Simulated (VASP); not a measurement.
# Al (Fm-3m) in VASP: settings compared, part 2 of 2

VASP 6.6.1. The steps go on from the part before.

### 3 Relaxation of cell and atoms, revPBE+D3(BJ)

The input, INCAR:

```
SYSTEM = Al
PREC     = Accurate       ! precision mode
ENCUT    = 600            ! plane-wave cutoff, eV
EDIFF    = 1E-6           ! SCF threshold, eV
ISMEAR   = -1             ! smearing method
SIGMA    = 0.05           ! smearing width, eV
LREAL    = .FALSE.        ! projectors in reciprocal space
LASPH    = .TRUE.         ! aspherical terms in the spheres
NELM     = 100            ! most SCF steps
ALGO     = Normal         ! electronic algorithm
ISIF     = 3              ! what is computed and relaxed
LWAVE    = .FALSE.        ! write WAVECAR
LCHARG   = .FALSE.        ! write CHGCAR
GGA      = RE             ! functional
IVDW     = 12             ! dispersion correction
IBRION   = 2              ! ionic algorithm
NSW      = 60             ! ionic steps
EDIFFG   = -0.01          ! ionic threshold
```

The input, KPOINTS:

```
Automatic mesh
0
G
  11 11 11
  0 0 0
```

The input, POSCAR:

```
Al
1.0
    0.0000000000      2.0248050000      2.0248050000
    2.0248050000      0.0000000000      2.0248050000
    2.0248050000      2.0248050000      0.0000000000
Al
1
Direct
    0.0000000000      0.0000000000      0.0000000000
```

Potentials or basis: VASP PAW PBE potentials, release 64 (Al).

Run with:

```sh
$ cat potpaw_PBE.64/Al/POTCAR > POTCAR
$ mpirun -np 1 vasp_std > vasp.out
```

OUTCAR:

```text
SYSTEM = Al
   PREC = Accurate
   ENCUT = 600
   EDIFF = 1E-6
   ISMEAR = -1
   LREAL = .FALSE.
   LASPH = .TRUE.
   NELM = 100
   ISIF = 3
   GGA = RE
   IVDW = 12
   IBRION = 2
   NSW = 60
   EDIFFG = -0.01
 IVDW          = 12

 ion  position               nearest neighbor table
   1  0.000  0.000  0.000-

  LATTYP: Found a face centered cubic cell.
 ALAT       =     4.0496100000

  Lattice vectors:

 A1 = (   0.0000000000,   2.0248050000,   2.0248050000)
 A2 = (   2.0248050000,   0.0000000000,   2.0248050000)
 A3 = (   2.0248050000,   2.0248050000,   0.0000000000)

Analysis of symmetry for initial positions (statically):
=====================================================================
 Subroutine PRICEL returns:
 Original cell was already a primitive cell.

 Routine SETGRP: Setting up the symmetry group for a
 face centered cubic supercell.
[... 170 lines left out ...]

 E8    (eV) :    -0.4493
[... 69 lines left out ...]
--------------------------------------- Ionic step        3  -------------------------------------------

 number of electron       3.0000000 magnetization

 Free energy of the ion-electron system (eV)
  ---------------------------------------------------
  ext. energy  EPLUGINS =         0.00000000
  ---------------------------------------------------
  free energy    TOTEN  =        -3.53567285 eV

  energy without entropy =       -3.53177318  energy(sigma->0) =       -3.53372301

 E-fermi :   8.7995     XC(G=0): -10.4033

 val. band max:        8.7398016357   @ k =  -0.4545   0.3636   0.0000
 cond. band min:       8.8366913773   @ k =   0.4545   0.1818   0.0909
 fundamental gap:      0.0968897416
 Fermi energy:         8.7994542167

 k-point     1 :       0.0000    0.0000    0.0000
  band No.  band energies     occupation
      1      -2.8115      2.00000
      2      21.7884      0.00000
      3      21.7884      0.00000
      4      21.7884      0.00000
      5      23.9178      0.00000
[... 177 lines left out ...]
 k-point    24 :      -0.1818    0.1818    0.0000
  band No.  band energies     occupation
      1      -0.3267      2.00000
      2      12.7200      0.00000
      3      14.4228      0.00000
      4      21.2714      0.00000
      5      23.3484      0.00000

 [... further k-points ...]

------------------------ aborting loop because EDIFF is reached ----------------------------------------

 Edisp (eV)   -0.68613

 E8    (eV) :    -0.4860
[... 24 lines left out ...]
  FREE ENERGIE OF THE ION-ELECTRON SYSTEM (eV)
  ---------------------------------------------------
  free  energy   TOTEN  =        -4.2217999429 eV

  energy  without entropy=       -4.2179002706  energy(sigma->0) =       -4.21985011

 reached required accuracy - stopping structural energy minimisation
```

OSZICAR:

```text
N       E                     dE             d eps       ncg     rms          rms(c)
DAV:   1    -0.879210832300E+00   -0.87921E+00   -0.99731E+02   560   0.394E+02
DAV:   2    -0.356328963253E+01   -0.26841E+01   -0.25402E+01   725   0.332E+01
DAV:   3    -0.358530005981E+01   -0.22010E-01   -0.22007E-01   770   0.389E+00
[... 16 lines left out ...]
DAV:   1    -0.353574277246E+01   -0.12031E-01   -0.98319E-03   725   0.651E-01    0.105E-01
DAV:   2    -0.353570399973E+01    0.38773E-04   -0.65000E-05   595   0.716E-02    0.320E-02
DAV:   3    -0.353567768753E+01    0.26312E-04   -0.46344E-06   685   0.161E-02    0.123E-02
DAV:   4    -0.353567275555E+01    0.49320E-05   -0.12100E-06   595   0.799E-03    0.782E-03
DAV:   5    -0.353567284779E+01   -0.92239E-07   -0.17357E-08   330   0.145E-03
   3 F= -.42217999E+01 E0= -.42198501E+01  d E =-.232146E-01
```

CONTCAR:

```text
Al
   1.00000000000000
     0.0000000000000000    1.9752604793637452    1.9752604793637452
     1.9752604793637452   -0.0000000000000000    1.9752604793637452
     1.9752604793637452    1.9752604793637452   -0.0000000000000000
  Al
     1
Direct
     0.0000000000000000    0.0000000000000000    0.0000000000000000

  0.00000000E+00  0.00000000E+00  0.00000000E+00
```

Run time: 3.2 s. Hardware: 1 thread of Intel Xeon 6975P-C (Granite Rapids), shared host; peak memory 0.14 GiB.

What came out:

| Quantity | Value |
| --- | --- |
| Free energy | -4.2218 eV |
| Relaxed volume | 15.41 Å³/atom |
| Relaxed cell | a = 2.793 Å, b = 2.793 Å, c = 2.793 Å, α = 60.00°, β = 60.00°, γ = 60.00° |
| Space group after relaxing (to 0.05 Å) | Fm-3m (No. 225) |
| Energy gained by relaxing | 23.2 meV/atom |
| Ionic steps | 3 |
| Pressure after relaxing | 0.0 GPa |
| Dispersion energy per atom | -0.686 eV |

Step by step:
```csv
step,energy change (eV),largest force (eV/Å),pressure (GPa),volume (Å³)
1,0.0000,0.0000,-5.87,16.60
2,-0.0222,0.0000,1.46,15.18
3,-0.0232,0.0000,0.02,15.41
```

Final structure:
```
Al
1.0
     0.00000    1.97526    1.97526
     1.97526    0.00000    1.97526
     1.97526    1.97526    0.00000
Al
1
Direct
  0.00000 0.00000 0.00000
```

Levels at points of the mesh, in eV from the Fermi level:
```tsv
k point	band 1	band 2	band 3	band 4	band 5
(0.00, 0.00, 0.00)	-11.61	12.99	12.99	12.99	15.12
```

Caveat: the PAW data sets were made with another functional, which shifts forces and pressure a little; pairwise dispersion overbinds metals, which lowers pressure and volume.

### 4 Relaxation of cell and atoms, BLYP+D4

The input, INCAR:

```
SYSTEM = Al
  PREC = Accurate
  ENCUT = 600
  EDIFF = 1E-6
  ISMEAR = -1
  SIGMA = 0.05
  LREAL = .False.
  LASPH = .True.
  NELM = 60
  ALGO = Normal
  ISIF = 3
  LWAVE = .False.
  LCHARG = .False.
  GGA = B5
  ALDAX = 1.0
  AGGAX = 1.0
  AGGAC = 1.0
  ALDAC = 0.0
  IVDW = 13
  VDW_S6 = 1.0
  VDW_S8 = 2.34076671
  VDW_A1 = 0.44488865
  VDW_A2 = 4.0933009
  IBRION = 2
  NSW = 60
  EDIFFG = -0.01
```

The input, KPOINTS:

```
Automatic mesh
0
Gamma
  11 11 11
  0 0 0
```

POSCAR is that of step 3.

Potentials or basis: VASP PAW PBE potentials, release 64 (Al).

Run with:

```sh
$ cat potpaw_PBE.64/Al/POTCAR > POTCAR
$ mpirun -np 1 vasp_std > vasp.out
```

OUTCAR:

```text
SYSTEM = Al
   PREC = Accurate
   ENCUT = 600
   EDIFF = 1E-6
   ISMEAR = -1
   LREAL = .False.
   LASPH = .True.
   NELM = 60
   ISIF = 3
   GGA = B5
   IVDW = 13
   IBRION = 2
   NSW = 60
   EDIFFG = -0.01

 ion  position               nearest neighbor table
   1  0.000  0.000  0.000-

  LATTYP: Found a face centered cubic cell.
 ALAT       =     4.0496100000

  Lattice vectors:

 A1 = (   0.0000000000,   2.0248050000,   2.0248050000)
 A2 = (   2.0248050000,   0.0000000000,   2.0248050000)
 A3 = (   2.0248050000,   2.0248050000,   0.0000000000)

Analysis of symmetry for initial positions (statically):
=====================================================================
 Subroutine PRICEL returns:
 Original cell was already a primitive cell.

 Routine SETGRP: Setting up the symmetry group for a
 face centered cubic supercell.

[... 240 lines left out ...]
--------------------------------------- Ionic step        3  -------------------------------------------

 number of electron       3.0000000 magnetization

 Free energy of the ion-electron system (eV)
  ---------------------------------------------------
  ext. energy  EPLUGINS =         0.00000000
  ---------------------------------------------------
  free energy    TOTEN  =        -2.68436628 eV

  energy without entropy =       -2.68032928  energy(sigma->0) =       -2.68234778

 E-fermi :   8.9065     XC(G=0):  -9.8125

 val. band max:        8.7032050867   @ k =  -0.3636   0.3636   0.0000
 cond. band min:       8.9128103274   @ k =   0.4545   0.1818   0.0909
 fundamental gap:      0.2096052407
 Fermi energy:         8.9065325414

 k-point     1 :       0.0000    0.0000    0.0000
  band No.  band energies     occupation
      1      -2.4971      2.00000
      2      21.6813      0.00000
      3      21.6813      0.00000
      4      21.6813      0.00000
      5      23.3220      0.00000
[... 177 lines left out ...]
 k-point    24 :      -0.1818    0.1818    0.0000
  band No.  band energies     occupation
      1      -0.0628      2.00000
      2      12.7518      0.00000
      3      14.3165      0.00000
      4      20.9783      0.00000
      5      23.0991      0.00000

 [... further k-points ...]

------------------------ aborting loop because EDIFF is reached ----------------------------------------

  DFT-D4 for vdW energy calculation

  Edisp (eV):   -0.67897
[... 24 lines left out ...]
  FREE ENERGIE OF THE ION-ELECTRON SYSTEM (eV)
  ---------------------------------------------------
  free  energy   TOTEN  =        -3.3633359800 eV

  energy  without entropy=       -3.3592989795  energy(sigma->0) =       -3.36131748

 reached required accuracy - stopping structural energy minimisation
```

OSZICAR:

```text
N       E                     dE             d eps       ncg     rms          rms(c)
DAV:   1    -0.409948493475E-01   -0.40995E-01   -0.97698E+02   560   0.393E+02
DAV:   2    -0.268128477657E+01   -0.26403E+01   -0.25009E+01   740   0.328E+01
DAV:   3    -0.270669702240E+01   -0.25412E-01   -0.25410E-01   760   0.409E+00
[... 11 lines left out ...]
DAV:   3    -0.268295473197E+01    0.11569E-03   -0.13543E-04   675   0.142E-01    0.183E-02
DAV:   4    -0.268295550169E+01   -0.76972E-06   -0.26641E-06   720   0.165E-02
   2 F= -.33633176E+01 E0= -.33612954E+01  d E =-.734621E-02
       N       E                     dE             d eps       ncg     rms          rms(c)
DAV:   1    -0.268436670426E+01   -0.14120E-02   -0.21492E-04   695   0.951E-02    0.793E-03
DAV:   2    -0.268436628066E+01    0.42360E-06   -0.11807E-06   560   0.112E-02
   3 F= -.33633360E+01 E0= -.33613175E+01  d E =-.736463E-02
```

Wall time 7 s (1 thread of Intel Xeon 6975P-C (Granite Rapids), shared host); peak memory 0.13 GiB.

What came out:

- Free energy: -3.3633 eV
- Relaxed volume: 15.87 Å³/atom
- Relaxed cell: a = 2.821 Å, b = 2.821 Å, c = 2.821 Å, α = 60.00°, β = 60.00°, γ = 60.00°
- Space group after relaxing (to 0.05 Å): Fm-3m (No. 225)
- Energy gained by relaxing: 7.4 meV/atom
- Ionic steps: 3
- Pressure after relaxing: 0.0 GPa
- Dispersion energy per atom: -0.679 eV

Step by step:
```tsv
step	energy change (eV)	largest force (eV/Å)	pressure (GPa)	volume (Å³)
1	0.0000	0.0000	-3.11	16.60
2	-0.0073	0.0000	0.16	15.84
3	-0.0074	0.0000	0.01	15.87
```

Final structure:
```xyz
1
Lattice="0.0000 1.9947 1.9947 1.9947 0.0000 1.9947 1.9947 1.9947 0.0000" Properties=species:S:1:pos:R:3 pbc="T T T"
Al    0.0000    0.0000    0.0000
```

Caveat: the PAW data sets were made with another functional, which shifts forces and pressure a little; pairwise dispersion overbinds metals, which lowers pressure and volume.

### 5 Overview

| level | gap on the mesh (eV) | pressure (GPa) | relaxed volume (Å³/atom) |
| --- | --- | --- | --- |
| RPBE | none | 0.0 | 16.78 |
| revPBE+D3(BJ) | none | 0.0 | 15.41 |
| BLYP+D4 | none | 0.0 | 15.87 |

Alike in all rows: task relaxation of cell and atoms; potentials or basis VASP PAW PBE potentials, release 64 (Al); no spin polarisation; cell relaxed; k mesh 11 × 11 × 11; cutoff (eV) 600; smearing fermi-dirac 0.05 eV.

Caveats: the PAW data sets were made with another functional, which shifts forces and pressure a little; pairwise dispersion overbinds metals, which lowers pressure and volume (some runs).

Total energies depend on the potentials used, so only differences within one code and one set of settings carry meaning.

### 6 How close it comes

Step 2. The cell as given is a measured one (16.60 Å³/atom); RPBE puts the equilibrium volume +1.1 % from it, thermal expansion not counted.

Step 3. The cell as given is a measured one (16.60 Å³/atom); revPBE+D3(BJ) puts the equilibrium volume -7.2 % from it, thermal expansion not counted.

Step 4. The cell as given is a measured one (16.60 Å³/atom); BLYP+D4 puts the equilibrium volume -4.4 % from it, thermal expansion not counted.
